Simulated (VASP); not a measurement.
A run of VASP 6.6.1 is set up as follows.

The input INCAR:

```
SYSTEM = CoSn3
PREC = Accurate
ENCUT = 520
EDIFF = 1E-6
ISMEAR = 0
SIGMA = 0.1
LREAL = .False.
LASPH = .True.
NELM = 100
ALGO = Fast
ISIF = 2
LWAVE = .False.
LCHARG = .True.
GGA = PS
LELF = .True.
LVHAR = .True.
NBANDS = 34
```

KPOINTS

```
regular mesh
0
Gamma
  10 10 10
  0 0 0
```

File POSCAR:

```
CoSn3
1.0
    4.3976643244      0.0000000000      0.0000000000
    0.0000000000      4.3976643244      0.0000000000
    0.0000000000      0.0000000000      4.3976643244
Sn Co
3 1
Direct
    0.0000000000      0.5000000000      0.5000000000
    0.5000000000      0.0000000000      0.5000000000
    0.5000000000      0.5000000000      0.0000000000
    0.0000000000      0.0000000000      0.0000000000
```

Potentials or basis: VASP PAW PBE potentials, release 64 (Sn_d, Co).

The run is started by

```bash
$ cat potpaw_PBE.64/Sn_d/POTCAR potpaw_PBE.64/Co/POTCAR > POTCAR
$ mpirun -np 1 vasp_std > vasp.out
```

Task: Estimate the band gap on the k mesh.

Result: Zero (an odd number of electrons rules out a gap without spin polarisation).

Task: What does it give for the pressure?

Result: -1.3 GPa.

Caveat: the PAW data sets were made with another functional, which shifts forces and pressure a little; spin-orbit coupling is left out, which moves the levels of the heavy elements; the run has no spin polarisation, though such a crystal can be magnetic. Spin polarisation is off, so any magnetic state and its effect on volume and gap are missing.
